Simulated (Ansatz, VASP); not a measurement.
CdSe in VASP and in Ansatz

```
Cd Se
1.0
     0.00000    2.83961    2.83961
     2.83961    0.00000    2.83961
     2.83961    2.83961    0.00000
Cd Se
1 1
Direct
  0.00000 0.00000 0.00000
  0.50000 0.50000 0.50000
```

Alike in both runs: task single point; functional PBE; k mesh 12 × 12 × 12; occupations gaussian, width 0.1 eV; no spin polarisation.

|  | VASP | Ansatz |
| --- | --- | --- |
| version | VASP 6.6.1 | Ansatz 0.2.0 |
| potentials or method | VASP PAW PBE potentials, release 64 (Cd, Se), cutoff 520 eV | scalar-relativistic, plane waves, PAW |
| valence electrons in the cell | 18 | 36 |

```csv
,VASP,Ansatz,Ansatz less VASP
gap on the k mesh at the Fermi level (eV),none,none,-
pressure (GPa),2.3,2.0,-0.38
```

A gap of «none» marks a metal or a gap that the smearing closes. VASP's potentials hold 18 valence electrons a cell and Ansatz's 36, so a difference there can come from the potentials and not from the codes.
